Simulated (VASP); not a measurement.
A run of VASP 6.6.1 is set up as follows.

File POSCAR:

```
Hf
1.0
    0.0000000000      3.2643869961      3.2643869961
    3.2643869961      0.0000000000      3.2643869961
    3.2643869961      3.2643869961      0.0000000000
Hf
2
Direct
    0.5000000000      0.5000000000      0.5000000000
    0.7500000000      0.7500000000      0.7500000000
```

File INCAR.step1:

```
SYSTEM = Hf
ALGO = Normal
EDIFF = 1E-4
ENCUT = 520
GGA = PE
ISMEAR = 0
LASPH = .TRUE.
LCHARG = .FALSE.
LREAL = .FALSE.
LWAVE = .TRUE.
NBANDS = 17
NELM = 100
PREC = Accurate
SIGMA = 0.1
```

The input INCAR.step2:

```
SYSTEM = Hf
ALGO = Normal
EDIFF = 1E-6
ENCUT = 520
ISIF = 2
ISMEAR = 0
ISTART = 1
LASPH = .TRUE.
LCHARG = .TRUE.
LELF = .TRUE.
LMIXTAU = .TRUE.
LREAL = .FALSE.
LVHAR = .TRUE.
LWAVE = .FALSE.
METAGGA = R2SCAN
NBANDS = 17
NELM = 100
PREC = Accurate
SIGMA = 0.1
```

KPOINTS

```
k-points
0
G
  6 6 6
  0 0 0
```

Potentials or basis: VASP PAW PBE potentials, release 64 (Hf_pv).

The run is started by

```console
$ cat potpaw_PBE.64/Hf_pv/POTCAR > POTCAR
$ cp INCAR.step1 INCAR
$ mpirun -np 1 vasp_std > vasp.out
$ cp INCAR.step2 INCAR
$ mpirun -np 1 vasp_std > vasp.out
```

**Question.** Predict the pressure.

**Answer.** -0.2 GPa.

**Question.** Predict the band gap on the k mesh.

**Answer.** Zero (band 10 reaches 1.89 eV, above the bottom of band 11 at 1.30 eV).

Caveat: the PAW data sets were made with another functional, which shifts forces and pressure a little; spin-orbit coupling is left out, which moves the levels of the heavy elements.
